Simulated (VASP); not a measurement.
# CsLiCr2Te2S3 (R32) in VASP: single point with PBEsol+D3(BJ)

Aim: the single point of CsLiCr2Te2S3 with PBEsol+D3(BJ).

Everything below comes from runs of VASP 6.6.1. Logs are shortened: lines on timing, memory, paths and dates and some standing lists are left out, and cuts for length are marked.

## Step 1: The cell of the first run

The structure is trigonal, space group R32 (No. 155). Conventional cell: a = 6.474 Å, b = 6.474 Å, c = 18.445 Å, α = 90.00°, β = 90.00°, γ = 120.00°. Cs (site symmetry 32) has 6 S at 3.70 Å and 6 Te at 3.74 Å and 8 Cr at 3.80 to 4.41 Å and 6 Li at 4.84 Å within 4.9 Å. Within 3.1 Å of Li (site symmetry 32) lie 3 S at 2.37 Å and 2 Te at 3.02 Å. Within 2.9 Å of Cr (site symmetry 3) lie 3 S at 2.19 Å and 1 Te at 2.40 Å. Te (site symmetry 3) has 1 Cr at 2.40 Å and 1 Li at 3.02 Å within 3.2 Å. Within 2.9 Å of S (site symmetry 2) lie 2 Cr at 2.19 Å and 1 Li at 2.37 Å.

## Step 2: Single point, PBEsol+D3(BJ), collinear spin, ferromagnetic start

File INCAR:

```
SYSTEM = CsLiCr2Te2S3
PREC = Accurate ; ENCUT = 520
EDIFF = 1E-6 ; ISMEAR = -1
SIGMA = 0.05 ; LREAL = .False.
LASPH = .True. ; NELM = 150
ALGO = Normal ; ISIF = 2
LWAVE = .False. ; LCHARG = .False.
ISPIN = 2 ; MAGMOM = 0 0 3 3 0 0 0 0 0
LORBIT = 11 ; LMAXMIX = 4
GGA = PS ; IVDW = 12
NBANDS = 47
```

File KPOINTS:

```
regular mesh
0
Gamma
  4 4 4
  0 0 0
```

File POSCAR:

```
CsLiCr2Te2S3
1.0
    3.2371089987      1.8689442623      6.1483852027
   -3.2371089987      1.8689442623      6.1483852027
    0.0000000000     -3.7378929931      6.1483838445
Cs Li Cr Te S
1 1 2 2 3
Direct
    0.0000000000      0.0000000000      0.0000000000
    0.5000000000      0.5000000000      0.5000000000
    0.7937697101      0.7937697101      0.7937697101
    0.2062302899      0.2062302899      0.2062302899
    0.6635295063      0.6635295063      0.6635295063
    0.3364704937      0.3364704937      0.3364704937
    0.1336743343      0.8663256657      0.5000000000
    0.5000000000      0.1336743343      0.8663256657
    0.8663256657      0.5000000000      0.1336743343
```

Potentials or basis: VASP PAW PBE potentials, release 64 (Cs_sv, Li_sv, Cr_pv, Te, S).

Command:

```sh
> cat potpaw_PBE.64/Cs_sv/POTCAR potpaw_PBE.64/Li_sv/POTCAR potpaw_PBE.64/Cr_pv/POTCAR potpaw_PBE.64/Te/POTCAR potpaw_PBE.64/S/POTCAR > POTCAR
> mpirun -np 1 vasp_std > vasp.out
```

OUTCAR:

```text
SYSTEM = CsLiCr2Te2S3
   PREC = Accurate
   ENCUT = 520
   EDIFF = 1E-6
   ISMEAR = -1
   LREAL = .False.
   LASPH = .True.
   NELM = 150
   ISIF = 2
   ISPIN = 2
   LORBIT = 11
   GGA = PS
   IVDW = 12
 IVDW          = 12

 ion  position               nearest neighbor table
   1  0.000  0.000  0.000-
   2  0.500  0.500  0.500-   7 2.37   8 2.37   9 2.37   6 3.02   5 3.02
   3  0.794  0.794  0.794-   7 2.19   8 2.19   9 2.19   5 2.40
   4  0.206  0.206  0.206-   7 2.19   9 2.19   8 2.19   6 2.40
   5  0.664  0.664  0.664-   3 2.40   2 3.02
   6  0.336  0.336  0.336-   4 2.40   2 3.02
   7  0.134  0.866  0.500-   3 2.19   4 2.19   2 2.37
   8  0.500  0.134  0.866-   3 2.19   4 2.19   2 2.37
   9  0.866  0.500  0.134-   4 2.19   3 2.19   2 2.37

  LATTYP: Found a trigonal (rhomboedric) cell.
 ALAT       =     7.1954477224
 COS(alpha) =     0.5952107249

  Lattice vectors:

 A1 = (   3.2371089987,   1.8689442623,   6.1483852027)
 A2 = (  -3.2371089987,   1.8689442623,   6.1483852027)
 A3 = (   0.0000000000,  -3.7378929931,   6.1483838445)

Analysis of symmetry for initial positions (statically):
=====================================================================
 Subroutine PRICEL returns:
 Original cell was already a primitive cell.

 Routine SETGRP: Setting up the symmetry group for a
 trigonal (rhombohedral) supercell.

 Subroutine GETGRP returns: Found  6 space group operations
 (whereof  6 operations were pure point group operations)
 out of a pool of 12 trial point group operations.

The static configuration has the point symmetry D_3 .

Analysis of symmetry for dynamics (positions and initial velocities):
=====================================================================
 Subroutine PRICEL returns:
 Original cell was already a primitive cell.

 Routine SETGRP: Setting up the symmetry group for a
 trigonal (rhombohedral) supercell.

 Subroutine GETGRP returns: Found  6 space group operations
 (whereof  6 operations were pure point group operations)
 out of a pool of 12 trial point group operations.

The dynamic configuration has the point symmetry D_3 .

Analysis of structural, dynamic, and magnetic symmetry:
=====================================================================
 Subroutine PRICEL returns:
 Original cell was already a primitive cell.

 Routine SETGRP: Setting up the symmetry group for a
 trigonal (rhombohedral) supercell.

 Subroutine GETGRP returns: Found  6 space group operations
 (whereof  6 operations were pure point group operations)
 out of a pool of 12 trial point group operations.

The overall configuration has the point symmetry D_3 .
[... 148 lines left out ...]

 E-fermi :   4.1610     XC(G=0):  -9.3704

 val. band max:        4.1603512208   @ k =   0.2500   0.0000   0.0000
 cond. band min:       4.1639513629   @ k =   0.0000   0.0000   0.0000
 fundamental gap:      0.0036001421
 Fermi energy:         4.1610274070

 spin component 1

 k-point     1 :       0.0000    0.0000    0.0000
  band No.  band energies     occupation
      1     -41.0387      1.00000
      2     -39.9810      1.00000
      3     -39.9810      1.00000
      4     -39.9771      1.00000
      5     -39.9771      1.00000
      6     -39.8586      1.00000
[... 613 lines left out ...]
     44       9.3035      0.00000
     45       9.5504      0.00000
 Fermi energy:         4.1610274070

 spin component 2

 k-point     1 :       0.0000    0.0000    0.0000
  band No.  band energies     occupation
      1     -41.0273      1.00000
      2     -37.9156      1.00000
      3     -37.9145      1.00000
      4     -37.7459      1.00000
      5     -37.7459      1.00000
      6     -37.7411      1.00000
[... 613 lines left out ...]
     44       9.4917      0.00000
     45       9.5361      0.00000
 [bands above 45 left out]

------------------------ aborting loop because EDIFF is reached ----------------------------------------

 Edisp (eV)   -2.94180

 E8    (eV) :    -1.9706

  FORCE on cell =-STRESS in cart. coord.  units (eV):
  Direction    XX          YY          ZZ          XY          YZ          ZX
  --------------------------------------------------------------------------------------
  -------------------------------------------------------------------------------------
  Total      -0.00639    -0.00639    -0.17389     0.00000     0.00000    -0.00000
  in kB      -0.04587    -0.04587    -1.24829     0.00000     0.00000    -0.00000
  external pressure =       -0.45 kB  Pullay stress =        0.00 kB

 VOLUME and BASIS-vectors are now :
 -----------------------------------------------------------------------------
  energy-cutoff  :      520.00
  volume of cell :      223.19
      direct lattice vectors                 reciprocal lattice vectors
     3.237108999  1.868944262  6.148385203     0.154458809  0.089176822  0.054214803
    -3.237108999  1.868944262  6.148385203    -0.154458809  0.089176822  0.054214803
     0.000000000 -3.737892993  6.148383844     0.000000000 -0.178353683  0.054214738

 POSITION                                       TOTAL-FORCE (eV/Angst)
 -----------------------------------------------------------------------------------
      0.00000      0.00000      0.00000        -0.000000      0.000000      0.000000
      0.00000     -0.00000      9.22258        -0.000000      0.000000      0.000000
      0.00000     -0.00000     14.64120        -0.000000      0.000000     -0.009614
      0.00000     -0.00000      3.80395        -0.000000     -0.000000      0.009614
      0.00000     -0.00000     12.23890        -0.000000     -0.000000      0.008471
      0.00000     -0.00000      6.20625        -0.000000      0.000000     -0.008471
     -2.37167     -0.00000      9.22258         0.000111      0.000000      0.000000
      1.18584     -2.05393      9.22258        -0.000056      0.000097      0.000000
      1.18584      2.05393      9.22258        -0.000056     -0.000097     -0.000000
 -----------------------------------------------------------------------------------
    total drift:                               -0.000000     -0.000000     -0.000000

  FREE ENERGIE OF THE ION-ELECTRON SYSTEM (eV)
  ---------------------------------------------------
  free  energy   TOTEN  =       -51.2532729815 eV

  energy  without entropy=      -51.2252075587  energy(sigma->0) =      -51.23924027

 total charge

# of ion       s       p       d       tot
------------------------------------------
    1        1.846   4.676   0.057   6.580
    2        2.020   0.059   0.000   2.079
    3        0.357   6.329   4.248  10.934
    4        0.357   6.329   4.248  10.934
    5        1.387   1.998   0.025   3.410
    6        1.387   1.998   0.025   3.410
    7        1.330   2.409   0.000   3.738
    8        1.330   2.409   0.000   3.738
    9        1.330   2.409   0.000   3.738
--------------------------------------------------
tot         11.342  28.615   8.603  48.561

 magnetization (x)

# of ion       s       p       d       tot
------------------------------------------
    1        0.000  -0.004  -0.001  -0.005
    2        0.002   0.003   0.000   0.005
    3        0.025   0.029   2.093   2.146
    4        0.025   0.029   2.093   2.146
    5       -0.005  -0.163   0.004  -0.164
    6       -0.005  -0.163   0.004  -0.164
    7       -0.003  -0.066   0.000  -0.068
    8       -0.003  -0.066   0.000  -0.068
    9       -0.003  -0.066   0.000  -0.068
--------------------------------------------------
tot          0.034  -0.468   4.193   3.759
```

OSZICAR:

```text
N       E                     dE             d eps       ncg     rms          rms(c)
DAV:   1     0.559304381531E+03    0.55930E+03   -0.30934E+04  2660   0.130E+03
DAV:   2     0.714358392896E+01   -0.55216E+03   -0.52477E+03  2681   0.317E+02
DAV:   3    -0.512021893656E+02   -0.58346E+02   -0.56854E+02  3433   0.999E+01
DAV:   4    -0.538833883356E+02   -0.26812E+01   -0.26680E+01  3696   0.192E+01
DAV:   5    -0.540801884905E+02   -0.19680E+00   -0.19673E+00  3964   0.348E+00    0.271E+01
DAV:   6    -0.724742209268E+02   -0.18394E+02   -0.98308E+01  2842   0.634E+01    0.552E+01
DAV:   7    -0.477885997127E+02    0.24686E+02   -0.73473E+01  2916   0.729E+01    0.141E+01
DAV:   8    -0.483865897908E+02   -0.59799E+00   -0.77089E+00  2696   0.989E+00    0.554E+00
DAV:   9    -0.482914150277E+02    0.95175E-01   -0.57882E-01  3045   0.395E+00    0.228E+00
DAV:  10    -0.483047484662E+02   -0.13333E-01   -0.10671E-01  3051   0.131E+00    0.127E+00
DAV:  11    -0.483102478240E+02   -0.54994E-02   -0.20642E-02  3594   0.510E-01    0.450E-01
DAV:  12    -0.483114776909E+02   -0.12299E-02   -0.44497E-03  2992   0.246E-01    0.235E-01
DAV:  13    -0.483114184685E+02    0.59222E-04   -0.96268E-04  2992   0.180E-01    0.139E-01
DAV:  14    -0.483114607765E+02   -0.42308E-04   -0.23029E-04  3131   0.657E-02    0.576E-02
DAV:  15    -0.483114695395E+02   -0.87630E-05   -0.35874E-05  3273   0.269E-02    0.279E-02
DAV:  16    -0.483114716146E+02   -0.20751E-05   -0.84500E-06  2731   0.124E-02    0.136E-02
DAV:  17    -0.483114729660E+02   -0.13514E-05   -0.17186E-06  1921   0.645E-03    0.626E-03
DAV:  18    -0.483114735859E+02   -0.61987E-06   -0.51055E-07  1761   0.320E-03
   1 F= -.51253273E+02 E0= -.51239240E+02  d E =-.280654E-01  mag=     4.0044
```

Wall time 17 min (1 thread of Intel Xeon Platinum 8375C at 2.90GHz (Ice Lake), shared host); peak memory 0.66 GiB.

Results:

* Free energy: -51.2533 eV
* Largest force: 0.010 eV/Å
* Band gap on the k mesh: zero (filled and empty bands overlap)
* Net moment: 4.00 μB per cell
* Site moments: Cs -0.01; Li +0.01; Cr +2.15; Te -0.16; S -0.07 μB
* Valence electrons inside the program's atomic spheres: Cs 6.58; Li 2.08; Cr 10.93; Te 3.41; S 3.74
* Dispersion energy per atom: -0.327 eV

Forces in eV/Å, atoms in the order of the input:
```
Cs   0.000  0.000  0.000
Li   0.000  0.000  0.000
Cr   0.000  0.000 -0.010
Cr   0.000  0.000  0.010
Te   0.000  0.000  0.008
Te   0.000  0.000 -0.008
S    0.000  0.000  0.000
S    0.000  0.000  0.000
S    0.000  0.000  0.000
```

Levels at points of the mesh, in eV from the Fermi level:
Spin up:
```
           k point  band 31  band 32  band 33  band 34  band 35  band 36  band 37  band 38  band 39  band 40
(0.00, 0.00, 0.00)    -1.53    -0.38    -0.38    -0.15    -0.15     0.00     0.28     0.28     1.94     1.94
(0.50, 0.00, 0.00)    -1.45    -1.09    -0.52    -0.18    -0.12     0.40     0.78     0.89     0.99     1.30
(0.50, 0.50, 0.00)    -1.00    -0.82    -0.75    -0.42    -0.02     0.15     0.22     0.49     0.92     1.27
(0.50, 0.50, 0.50)    -1.57    -1.21    -1.21    -0.58    -0.23    -0.23     0.86     0.92     0.92     1.83
```
Spin down:
```tsv
k point	band 27	band 28	band 29	band 30	band 31	band 32	band 33	band 34	band 35	band 36
(0.00, 0.00, 0.00)	-2.18	-2.16	-1.47	-0.15	-0.15	0.49	0.49	0.81	0.94	0.94
(0.50, 0.00, 0.00)	-1.99	-1.84	-1.55	-1.08	-0.78	0.58	0.94	1.02	1.43	1.57
(0.50, 0.50, 0.00)	-2.21	-1.98	-1.82	-0.82	-0.34	0.56	0.63	0.89	1.22	1.45
(0.50, 0.50, 0.50)	-1.91	-1.84	-1.84	-0.73	-0.73	0.45	0.45	0.72	0.94	0.94
```

Caveat: the cutoff is under 1.25 times the usual one of these potentials, so pressure, stress and relaxed cells hold a basis-set (Pulay) error; the PAW data sets were made with another functional, which shifts forces and pressure a little; spin-orbit coupling is left out, which moves the levels of the heavy elements; the run started ferromagnetic, and an antiferromagnetic order may lie lower in energy. With open d or f shells a metallic result of PBEsol can be an artefact of self-interaction; +U or a hybrid may open a gap.
